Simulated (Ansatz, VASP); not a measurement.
## TePb in VASP and in Ansatz

Contents of INCAR:

```
ALGO = Normal
EDIFF = 1E-8
ENCUT = 520
GGA = PE
ISIF = 2
ISMEAR = -1
LASPH = True
LCHARG = False
LEFG = True
LREAL = False
LWAVE = False
NBANDS = 17
NELM = 100
PREC = Accurate
SIGMA = 0.08
```

KPOINTS

```
k-points
0
Gamma
  10 10 10
```

POSCAR

```
TePb
1.0
    4.0807831442      0.0000000000      0.0000000000
    0.0000000000      4.0807831442      0.0000000000
    0.0000000000      0.0000000000      4.0807831442
Te Pb
1 1
Direct
    0.5000000000      0.5000000000      0.5000000000
    0.0000000000      0.0000000000      0.0000000000
```

Input for Ansatz:

```yaml
crystal:
  lattice:
    - [4.0807831442, 0.0, 0.0]
    - [0.0, 4.0807831442, 0.0]
    - [0.0, 0.0, 4.0807831442]
  atoms:
    - { symbol: Te, position: [0.5, 0.5, 0.5] }
    - { symbol: Pb, position: [0.0, 0.0, 0.0] }
kpoints:
  mp_grid: { grid: [10, 10, 10] }
scf:
  occupations: { method: fermi_dirac, width: 0.08 }
hamiltonian:
  xc: pbe
  pseudopotentials: { kind: all_electron, datasets: crystal }
output:
  forces: true
  stress: true
  eigenvalues: true
  efg: { contact_densities: true }
```

Change from the starting cell: volume scaled by 1.06, crystal datasets.

Alike in both runs: task electric field gradients; functional PBE; k mesh 10 × 10 × 10; occupations fermi-dirac, width 0.08 eV; no spin polarisation.

|  | VASP | Ansatz |
| --- | --- | --- |
| version | VASP 6.6.1 | Ansatz 0.2.0 |
| potentials or method | VASP PAW PBE potentials, release 64 (Te, Pb_d), cutoff 520 eV | all-electron PAW with datasets made for the crystal, scalar-relativistic |

VASP gave:

- pressure (GPa): -2.3

**Question.** Which values does Ansatz return?

**Answer.** Pressure (GPa): -2.2.

Ansatz ran all-electron here, and VASP with PAW potentials. Ansatz's warnings: printed levels off.

Spin-orbit coupling is off throughout.
